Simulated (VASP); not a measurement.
Wanted: the native input for a VASP 6.6.1 run.

* Task: single point
* Functional: PBE
* Potentials or basis: VASP PAW PBE potentials, release 64 (Na_pv, N, O)
* Cutoff: 520 eV
* k mesh: 6 × 6 × 4
* Occupations: methfessel-paxton, width 0.15 eV
* Spin: no spin polarisation
* Dipole correction: no
* Further INCAR settings: ALGO = Normal; EDIFF = 1e-07; NBANDS = 28

The structure of Na4NO lies in POSCAR:

```
Na4NO
1.0
    3.9604051325      0.0000000000      0.0000000000
    0.0000000000      3.9604051325      0.0000000000
    0.0000000000      0.0000000000      5.7954602668
Na N O
4 1 1
Direct
    0.0000000000      0.5000000000      0.2619240000
    0.5000000000      0.0000000000      0.7380760000
    0.0000000000      0.5000000000      0.7380760000
    0.5000000000      0.0000000000      0.2619240000
    0.0000000000      0.0000000000      0.0000000000
    0.5000000000      0.5000000000      0.5000000000
```

These files were run (other wordings do the same):

INCAR

```
SYSTEM = Na4NO
  PREC = Accurate
  ENCUT = 520
  EDIFF = 1E-7
  ISMEAR = 1
  SIGMA = 0.15
  LREAL = .False.
  LASPH = .True.
  NELM = 100
  ALGO = Normal
  ISIF = 2
  LWAVE = .False.
  LCHARG = .True.
  GGA = PE
  LELF = .True.
  LVHAR = .True.
  NBANDS = 28
```

KPOINTS

```
regular mesh
0
Gamma
  6 6 4
  0 0 0
```

Potentials or basis: VASP PAW PBE potentials, release 64 (Na_pv, N, O).

Run with:

```sh
$ cat potpaw_PBE.64/Na_pv/POTCAR potpaw_PBE.64/N/POTCAR potpaw_PBE.64/O/POTCAR > POTCAR
$ mpirun -np 1 vasp_std > vasp.out
```

It gave:

```yaml
Pressure: 1.4 GPa
Largest_force: 0.064 eV/Å
Band_gap_on_the_k_mesh: zero (an odd number of electrons rules out a gap without spin polarisation)
```

Caveat: an odd number of electrons without spin polarisation forces a metal; a magnetic or distorted state may lie lower.

Run time: 66 s on 1 thread of Intel(R) Xeon(R) Platinum 8259CL CPU @ 2.50GHz (Skylake/Cascade Lake), on a shared host, peak memory 0.22 GiB.
